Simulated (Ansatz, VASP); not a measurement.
## Li5Be in VASP and in Ansatz

The input INCAR:

```
SYSTEM = Li5Be
ALGO = Normal
DIPOL = 0.5 0.5 0.500
EDIFF = 1E-7
ENCUT = 520
GGA = PE
IDIPOL = 3
ISIF = 2
ISMEAR = -1
LASPH = .TRUE.
LCHARG = .FALSE.
LDIPOL = .TRUE.
LREAL = .FALSE.
LWAVE = .FALSE.
NBANDS = 18
NELM = 80
PREC = Accurate
SIGMA = 0.08
```

KPOINTS

```
k-points
0
G
  9 9 1
  0 0 0
```

Contents of POSCAR:

```
Li5Be
1.0
    4.8518899234      0.0000000000      0.0000000000
   -2.4259449617      4.2018599300      0.0000000000
    0.0000000000      0.0000000000     24.9519000000
Be Li
1 5
Direct
    0.1666666667      0.3333333333      0.4021053712
    0.5000000000      1.0000000000      0.4444409468
    0.8333333333      0.6666666667      0.4786493434
    0.1666666667      0.3333333333      0.5213506650
    0.5000000000      1.0000000000      0.5555590567
    0.8333333333      0.6666666667      0.5978946165
```

Input for Ansatz:

```yaml
crystal:
  lattice:
    - [4.8518899234, 0.0, 0.0]
    - [-2.4259449617, 4.20185993, 0.0]
    - [0.0, 0.0, 24.9519]
  atoms:
    - { symbol: Be, position: [0.1666666667, 0.3333333333, 0.4021053712] }
    - { symbol: Li, position: [0.5, 1.0, 0.4444409468] }
    - { symbol: Li, position: [0.8333333333, 0.6666666667, 0.4786493434] }
    - { symbol: Li, position: [0.1666666667, 0.3333333333, 0.521350665] }
    - { symbol: Li, position: [0.5, 1.0, 0.5555590567] }
    - { symbol: Li, position: [0.8333333333, 0.6666666667, 0.5978946165] }
kpoints:
  mp_grid: { grid: [9, 9, 1] }
scf:
  occupations: { method: fermi_dirac, width: 0.08 }
hamiltonian:
  xc: pbe
  pseudopotentials: { kind: all_electron, lapw: { basis_error: 0.001 } }
output:
  forces: true
  stress: true
  eigenvalues: true
efield:
  axis: 3
  amplitude: 0
  dipole_correction: true
```

Alike in both runs: task single point; functional PBE; k mesh 9 × 9 × 1; occupations fermi-dirac, width 0.08 eV; no spin polarisation.

|  | VASP | Ansatz |
| --- | --- | --- |
| version | VASP 6.6.1 | Ansatz 0.2.0 |
| potentials or method | VASP PAW PBE potentials, release 64 (Be, Li_sv), cutoff 520 eV | all-electron LAPW, scalar-relativistic |

```csv
,VASP,Ansatz,Ansatz less VASP
rms of the force components (eV/Å),0.261,0.260,-0.0007
```

Atom by atom the forces differ by 0.001 eV/Å (rms over components). Ansatz ran all-electron here, and VASP with PAW potentials.

Noted on VASP's run: the cutoff is under 1.25 times that of the potentials, so the pressure is a little rough.
